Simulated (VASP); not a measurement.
# BN (I-4m2) in VASP: a series of runs, part 2 of 2

VASP 6.6.1. The steps go on from the part before.

### 3 Single point, PBE (strain +0.030 along x and y, -0.015 along z)

Input file INCAR:

```
PREC = Accurate
ENCUT = 520
EDIFF = 1E-6
ISMEAR = 0
SIGMA = 0.05
LREAL = False
LASPH = True
NELM = 80
ALGO = Normal
ISIF = 2
LWAVE = False
LCHARG = True
GGA = PE
LELF = True
LVHAR = True
NBANDS = 11
```

Input file KPOINTS:

```
Automatic mesh
0
Gamma
  12 12 12
```

Input file POSCAR:

```
BN
1.0
    0.0000000000      1.8673910300      1.7858059850
    1.8673910300      0.0000000000      1.7858059850
    1.8673910300      1.8673910300      0.0000000000
B N
1 1
Direct
    0.0000000000      0.0000000000      0.0000000000
    0.7500000000      0.7500000000      0.7500000000
```

Potentials or basis: VASP PAW PBE potentials, release 64 (B, N).

Started as:

```console
$ cat potpaw_PBE.64/B/POTCAR potpaw_PBE.64/N/POTCAR > POTCAR
$ mpirun -np 1 vasp_std > vasp.out
```

OUTCAR:

```text
PREC = Accurate
   ENCUT = 520
   EDIFF = 1E-6
   ISMEAR = 0
   LREAL = False
   LASPH = True
   NELM = 80
   ISIF = 2
   GGA = PE

 ion  position               nearest neighbor table
   1  0.000  0.000  0.000-   2 1.59   2 1.59   2 1.59   2 1.59
   2  0.750  0.750  0.750-   1 1.59   1 1.59   1 1.59   1 1.59

  LATTYP: Found a body centered tetragonal cell.
 ALAT       =     2.6408897209
 C/A-ratio  =     1.3524275329

  Lattice vectors:

 A1 = (   0.0000000000,  -1.8673910300,  -1.7858059850)
 A2 = (   0.0000000000,   1.8673910300,  -1.7858059850)
 A3 = (   1.8673910300,   0.0000000000,   1.7858059850)

Analysis of symmetry for initial positions (statically):
=====================================================================
 Subroutine PRICEL returns:
 Original cell was already a primitive cell.

 Routine SETGRP: Setting up the symmetry group for a
 body centered tetragonal supercell.

 Subroutine GETGRP returns: Found  8 space group operations
 (whereof  8 operations were pure point group operations)
 out of a pool of 16 trial point group operations.

The static configuration has the point symmetry D_2d.

Analysis of symmetry for dynamics (positions and initial velocities):
=====================================================================
 Subroutine PRICEL returns:
 Original cell was already a primitive cell.

 Routine SETGRP: Setting up the symmetry group for a
 body centered tetragonal supercell.

 Subroutine GETGRP returns: Found  8 space group operations
 (whereof  8 operations were pure point group operations)
 out of a pool of 16 trial point group operations.

The dynamic configuration has the point symmetry D_2d.

 Subroutine INISYM returns: Found  8 space group operations
 (whereof  8 operations are pure point group operations),
 and found     1 'primitive' translations

----------------------------------------------------------------------------------------

                                     Primitive cell

  volume of cell :      12.4547

  direct lattice vectors                    reciprocal lattice vectors
     0.000000000  1.867391030  1.785805985    -0.267753241  0.267753241  0.279985622
     1.867391030  0.000000000  1.785805985     0.267753241 -0.267753241  0.279985622
     1.867391030  1.867391030  0.000000000     0.267753241  0.267753241 -0.279985622

  length of vectors
     2.583844476  2.583844476  2.640889721     0.470930509  0.470930509  0.470930509

  position of ions in fractional coordinates (direct lattice)
     0.000000000  0.000000000  0.000000000
     0.750000000  0.750000000  0.750000000

  ion indices of the primitive-cell ions
   primitive index   ion index
                 1           1
                 2           2

----------------------------------------------------------------------------------------

 KPOINTS: Automatic mesh

Automatic generation of k-mesh.
 Grid dimensions read from file:
 generate k-points for:   12   12   12

 Generating k-lattice:

  Cartesian coordinates                     Fractional coordinates (reciprocal lattice)
    -0.022312770  0.022312770  0.023332135     0.083333333  0.000000000  0.000000000
     0.022312770 -0.022312770  0.023332135     0.000000000  0.083333333  0.000000000
     0.022312770  0.022312770 -0.023332135     0.000000000  0.000000000  0.083333333

  Length of vectors
     0.039244209  0.039244209  0.039244209

  Shift w.r.t. Gamma in fractional coordinates (k-lattice)
     0.000000000  0.000000000  0.000000000

 Subroutine IBZKPT returns following result:
 ===========================================

 Found    163 irreducible k-points:

 Following reciprocal coordinates:
            Coordinates               Weight
  0.000000  0.000000  0.000000      1.000000
  0.083333  0.000000  0.000000      8.000000
  0.166667  0.000000  0.000000      8.000000
  0.250000  0.000000  0.000000      8.000000
  0.333333  0.000000  0.000000      8.000000
  0.416667 -0.000000  0.000000      8.000000
[... 16 lines left out ...]
  0.500000  0.166667  0.000000      8.000000
 -0.416667  0.166667  0.000000      8.000000
 [... further k-points ...]
   k-points           NKPTS =    163   k-points in BZ     NKDIM =    163   number of bands    NBANDS=     11
   number of dos      NEDOS =    301   number of ions     NIONS =      2
   total plane-waves  NPLWV =   8000
   dimension x,y,z NGX =    20 NGY =   20 NGZ =   20
   dimension x,y,z NGXF=    40 NGYF=   40 NGZF=   40
   ions per type =               1   1
   NGX,Y,Z   is equivalent  to a cutoff of  12.87, 12.87, 12.59 a.u.
   NGXF,Y,Z  is equivalent  to a cutoff of  25.74, 25.74, 25.18 a.u.
 SYSTEM =  unknown system
   PREC   = accura    normal or accurate (medium, high low for compatibility)
   ISTART =      0    job   : 0-new  1-cont  2-samecut
   ICHARG =      2    charge: 1-file 2-atom 10-const
   ISPIN  =      1    spin polarized calculation?
   LNONCOLLINEAR =      F non collinear calculations
   LSORBIT =      F    spin-orbit coupling
   LASPH  =      T    aspherical Exc in radial PAW
   ENCUT  =  520.0 eV  38.22 Ry    6.18 a.u.   4.80  4.80  4.91*2*pi/ulx,y,z
   NELM   =     80;   NELMIN=  2; NELMDL= -5     # of ELM steps
   EDIFF  = 0.1E-05   stopping-criterion for ELM
   LREAL  =      F    real-space projection
   EDIFFG = 0.1E-04   stopping-criterion for IOM
   NSW    =      0    number of steps for IOM
   IBRION =     -1    ionic relax: 0-MD 1-quasi-New 2-CG
   NFREE  =      0    steps in history (QN), initial steepest desc. (CG)
   ISIF   =      2    stress and relaxation
   ISYM   =      2    0-nonsym 1-usesym 2-fastsym
   POTIM  = 0.5000    time-step for ionic-motion
   TEBEG  =    0.0;   TEEND  =   0.0 temperature during run
   PSTRESS=    0.0 pullay stress
   NELECT =       8.0000    total number of electrons
   NUPDOWN=      -1.0000    fix difference up-down
   EMIN   =  10.00;   EMAX   =-10.00  energy-range for DOS
   EFERMI =   0.00;   METHOD = LEGACY
   ISMEAR =     0;   SIGMA  =   0.05  broadening in eV -4-tet -1-fermi 0-gaus
   EFERMI_NEDOS =   21; number of points for ismear=-14 and -15
   IALGO  =     38    algorithm
   IMIX   =      4    mixing-type and parameters
     AMIX     =   0.40;   BMIX     =  1.00
     AMIX_MAG =   1.60;   BMIX_MAG =  1.00
  volume/ion in A,a.u.               =       6.23        42.02
  Fermi-wavevector in a.u.,A,eV,Ry     =   1.412516  2.669267 27.146345  1.995200
  Thomas-Fermi vector in A             =   2.534256
   LORBIT       =      0    0 simple, 1 ext, 2 COOP (PROOUT), +10 PAW based schemes
   GGA     = PE    functional components
   LHFCALC =     F    Hartree Fock is set to
   AEXX    =    0.0000 exact exchange contribution
   IVDW    =     0    specifies the selected vdW correction
   LEPSILON=     F    determine dielectric tensor
   LRPA    =     F    only Hartree local field effects (RPA)
 non-spin polarized calculation
 Gauss-broadening in eV      SIGMA  =   0.05
  energy-cutoff  :      520.00
  volume of cell :       12.45
 maximum number of plane-waves:       346
   NGX =  9   NGY =  9   NGZ =  9

 number of electron       8.0000002 magnetization

 Free energy of the ion-electron system (eV)
  ---------------------------------------------------
  ext. energy  EPLUGINS =         0.00000000
  ---------------------------------------------------
  free energy    TOTEN  =       -17.39611841 eV

  energy without entropy =      -17.39611841  energy(sigma->0) =      -17.39611841

 E-fermi :   7.3105     XC(G=0): -12.5641

 val. band max:        7.0302394025   @ k =   0.0000   0.0000   0.0000
 cond. band min:      10.7033304408   @ k =   0.5000   0.5000   0.0000
 fundamental gap:      3.6730910382
 Fermi energy:         7.3105011821

 k-point     1 :       0.0000    0.0000    0.0000
  band No.  band energies     occupation
      1     -12.8722      2.00000
      2       6.6345      2.00000
      3       6.6345      2.00000
      4       7.0302      2.00000
      5      15.1426      0.00000
      6      15.4542      0.00000
      7      15.4542      0.00000
      8      16.2514      0.00000
      9      30.5465      0.00000
     10      32.8070      0.00000
     11      33.7702      0.00000
[... 309 lines left out ...]
 k-point    24 :      -0.4167    0.1667    0.0000
  band No.  band energies     occupation
      1      -8.5606      2.00000
      2      -2.7227      2.00000
      3       3.1823      2.00000
      4       3.9885      2.00000
      5      15.2590      0.00000
      6      18.4940      0.00000
      7      18.6709      0.00000
      8      21.7870      0.00000
      9      26.8936      0.00000
     10      31.4194      0.00000
     11      32.3942      0.00000

 [... further k-points ...]
[... 5 lines left out ...]
  --------------------------------------------------------------------------------------
  -------------------------------------------------------------------------------------
  Total       -1.8271203     -1.8271203      0.0814031      0.0000000      0.0000000      0.0000000
  in kB     -235.0406233   -235.0406233     10.4716922      0.0000000      0.0000000      0.0000000
  external PRESSURE =    -153.2031848 kB  Pullay stress =       0.0000000 kB

 VOLUME and BASIS-vectors are now :
 -----------------------------------------------------------------------------
  energy-cutoff  :      520.00
  volume of cell :       12.45
      direct lattice vectors                 reciprocal lattice vectors
     0.000000000  1.867391030  1.785805985    -0.267753241  0.267753241  0.279985622
     1.867391030  0.000000000  1.785805985     0.267753241 -0.267753241  0.279985622
     1.867391030  1.867391030  0.000000000     0.267753241  0.267753241 -0.279985622

 POSITION                                       TOTAL-FORCE (eV/Angst)
 -----------------------------------------------------------------------------------
      0.00000      0.00000      0.00000         0.000000      0.000000      0.000000
      2.80109      2.80109      2.67871        -0.000000     -0.000000     -0.000000
 -----------------------------------------------------------------------------------
    total drift:                               -0.000001     -0.000001      0.000002

  FREE ENERGIE OF THE ION-ELECTRON SYSTEM (eV)
  ---------------------------------------------------
  free  energy   TOTEN  =       -17.3961184055 eV

  energy  without entropy=      -17.3961184055  energy(sigma->0) =      -17.39611841
```

stdout:

```text
POSCAR found type information on POSCAR B N
 POSCAR found :  2 types and       2 ions
 scaLAPACK will be used
 LDA part: xc-table for (Slater+PW92), standard interpolation
 POSCAR, INCAR and KPOINTS ok, starting setup
 FFT: planning ... GRIDC
 FFT: planning ... GRID_SOFT
 FFT: planning ... GRID
 WAVECAR not read
 entering main loop
```

It took 12 s on 1 thread of Intel Xeon 6975P-C (Granite Rapids), shared host; peak memory 0.13 GiB.

What came out:

```yaml
Free_energy: -17.3961 eV
Pressure: -15.3 GPa
Band_gap_on_the_k_mesh: 3.67 eV, indirect (least direct gap 8.11 eV)
```

Caveat: the cell differs from its parent crystal (strain +0.030 along x and y, -0.015 along z). A k mesh can miss the band edges.
